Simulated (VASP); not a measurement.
Crystal: Ga13B3As16.

```
CELL_PARAMETERS angstrom
10.98100 0.00000 0.00000
0.00000 10.98100 0.00000
0.00000 0.00000 10.98100
ATOMIC_POSITIONS crystal
Ga 0.00099 0.99884 0.99923
Ga 0.99622 0.00088 0.50064
Ga 0.00461 0.50265 0.99743
Ga 0.50025 0.99959 0.50132
Ga 0.50274 0.50189 0.00096
Ga 0.24932 0.24964 0.00046
Ga 0.25097 0.75072 0.99765
Ga 0.74986 0.24874 0.99927
Ga 0.75206 0.24948 0.50133
Ga 0.75150 0.74723 0.00101
Ga 0.75032 0.74692 0.50000
Ga 0.25027 0.00112 0.74655
Ga 0.25177 0.50059 0.25055
Ga 0.24880 0.50153 0.74922
Ga 0.74764 0.00085 0.25122
Ga 0.74762 0.99999 0.75036
Ga 0.74564 0.49857 0.25152
Ga 0.74891 0.49917 0.75156
Ga 0.00057 0.24879 0.25052
Ga 0.00087 0.24723 0.75107
Ga 0.99722 0.74945 0.24879
Ga 0.00416 0.74850 0.75289
Ga 0.50437 0.25089 0.25037
Ga 0.49911 0.25264 0.75043
Ga 0.50017 0.75157 0.25033
Ga 0.49916 0.74781 0.74931
B 0.00102 0.49844 0.49837
B 0.50142 0.99977 0.00156
B 0.50079 0.49795 0.50181
B 0.24924 0.25021 0.50407
B 0.24722 0.75016 0.50118
B 0.24780 0.99579 0.24869
As 0.12145 0.12740 0.12515
As 0.12540 0.12828 0.62564
As 0.12613 0.62012 0.12717
As 0.12387 0.62351 0.62409
As 0.62425 0.12192 0.12645
As 0.61986 0.12281 0.62512
As 0.62480 0.62314 0.12386
As 0.62397 0.62548 0.62206
As 0.37062 0.37356 0.13033
As 0.37645 0.37578 0.62807
As 0.37029 0.87631 0.12468
As 0.37423 0.87441 0.62632
As 0.87623 0.37706 0.12460
As 0.87704 0.37290 0.62354
As 0.87574 0.87403 0.12326
As 0.87357 0.87375 0.62462
As 0.37561 0.12579 0.37374
As 0.37860 0.12556 0.87519
As 0.37287 0.62806 0.37549
As 0.37535 0.62477 0.87360
As 0.87654 0.12632 0.37580
As 0.87415 0.12633 0.87497
As 0.87221 0.62359 0.37510
As 0.87658 0.62853 0.87422
As 0.12472 0.37455 0.37451
As 0.12427 0.37357 0.87403
As 0.12396 0.87209 0.37346
As 0.12301 0.87669 0.87810
As 0.62783 0.37393 0.37740
As 0.62327 0.37404 0.87424
As 0.62541 0.87342 0.37923
As 0.62610 0.87301 0.87460
```

```yaml
Program: VASP 6.6.1
Task: relaxation of volume and atoms at fixed shape
Functional: PBEsol
Potentials_or_basis: VASP PAW PBE potentials, release 64 (Ga_d, B, As)
Cutoff: 560 eV
k_mesh: 1 × 1 × 1, shifted
Occupations: fermi-dirac, width 0.05 eV
Spin: no spin polarisation
```

At the start: pressure 2.1 GPa; volume 20.69 Å³/atom.

Task: How do energy, volume and symmetry change on relaxing?

Result: Over 20 steps the energy falls by 117.8 meV/atom and the volume is 20.73 Å³/atom (+0.2 %); space group P1 (No. 1, to 0.1 Å) before and after.

Step by step:
| step | energy change (eV) | largest force (eV/Å) | pressure (GPa) | volume (Å³) |
| --- | --- | --- | --- | --- |
| 1 | 0.0000 | 2.9990 | 2.13 | 1324.11 |
| 2 | -4.1778 | 1.4583 | -1.93 | 1377.40 |
| 3 | -4.6354 | 0.9995 | -3.29 | 1401.89 |
| 4 | -6.5213 | 0.9129 | 0.14 | 1329.69 |
| 5 | -6.5483 | 0.9063 | 0.69 | 1320.20 |
| 6 | -7.2029 | 0.3619 | 0.37 | 1321.84 |
| 7 | -7.3010 | 0.4820 | 0.24 | 1322.75 |
| 8 | -7.4487 | 0.1528 | -0.24 | 1330.61 |
| 9 | -7.4544 | 0.1820 | -0.35 | 1332.46 |
| 10 | -7.4915 | 0.1496 | 0.20 | 1323.21 |
| 11 | -7.4922 | 0.1619 | 0.29 | 1321.70 |
| 12 | -7.5165 | 0.0975 | 0.04 | 1325.69 |
| 13 | -7.5176 | 0.1187 | -0.01 | 1326.71 |
| 14 | -7.5267 | 0.0750 | -0.04 | 1327.35 |
| 15 | -7.5282 | 0.0812 | -0.06 | 1327.72 |
| 16 | -7.5330 | 0.0629 | 0.06 | 1325.66 |
| 17 | -7.5334 | 0.0668 | 0.11 | 1324.82 |
| 18 | -7.5364 | 0.0430 | -0.07 | 1327.62 |
| 19 | -7.5364 | 0.0422 | -0.06 | 1327.42 |
| 20 | -7.5381 | 0.0274 | -0.01 | 1326.60 |

Final structure:
```
CELL_PARAMETERS angstrom
10.98785 0.00000 0.00000
0.00000 10.98785 0.00000
0.00000 0.00000 10.98785
ATOMIC_POSITIONS crystal
Ga 0.00540 0.00014 0.00578
Ga 0.01311 0.00056 0.49720
Ga 0.99780 0.49886 0.99926
Ga 0.48576 0.99847 0.49685
Ga 0.50181 0.50029 0.99933
Ga 0.25386 0.23943 0.00757
Ga 0.25408 0.76062 0.00486
Ga 0.74551 0.24401 0.99925
Ga 0.74921 0.26165 0.50241
Ga 0.74464 0.75503 0.00105
Ga 0.75143 0.73676 0.50198
Ga 0.25576 0.99960 0.74403
Ga 0.25001 0.50084 0.26226
Ga 0.24957 0.49979 0.73469
Ga 0.74459 0.99937 0.24628
Ga 0.74401 0.99977 0.75834
Ga 0.75053 0.50034 0.26114
Ga 0.74953 0.50132 0.73876
Ga 0.00661 0.24895 0.25975
Ga 0.00689 0.25592 0.74164
Ga 0.01004 0.74959 0.25904
Ga 0.00371 0.74643 0.73973
Ga 0.49218 0.24624 0.25413
Ga 0.49553 0.24854 0.74589
Ga 0.49470 0.75528 0.25612
Ga 0.49471 0.74908 0.74563
B 0.01255 0.49867 0.49897
B 0.49130 0.00113 0.00645
B 0.48483 0.49780 0.49793
B 0.24662 0.25467 0.49405
B 0.25155 0.74244 0.49195
B 0.25584 0.00033 0.25664
As 0.13855 0.10938 0.14744
As 0.14531 0.14263 0.61312
As 0.12854 0.62482 0.12592
As 0.12608 0.62640 0.59567
As 0.60698 0.11206 0.11416
As 0.62285 0.12284 0.62225
As 0.62389 0.62655 0.13087
As 0.60365 0.60694 0.61034
As 0.37361 0.37750 0.12807
As 0.37134 0.36943 0.59835
As 0.37570 0.90202 0.13311
As 0.35675 0.85511 0.60919
As 0.87328 0.36927 0.12953
As 0.89512 0.39400 0.61163
As 0.87773 0.87171 0.13029
As 0.87271 0.87636 0.62484
As 0.34776 0.12799 0.37483
As 0.38732 0.11086 0.88629
As 0.37463 0.62627 0.39613
As 0.37108 0.62459 0.87447
As 0.87053 0.12490 0.37570
As 0.88162 0.12717 0.87282
As 0.89745 0.60940 0.38930
As 0.87114 0.62807 0.87011
As 0.12687 0.37561 0.39821
As 0.13133 0.37273 0.87561
As 0.15650 0.87193 0.37370
As 0.12440 0.87586 0.86969
As 0.60433 0.38869 0.38776
As 0.62631 0.37435 0.86929
As 0.62698 0.87416 0.37987
As 0.60300 0.88683 0.89080
```

Caveat: the PAW data sets were made with another functional, which shifts forces and pressure a little.
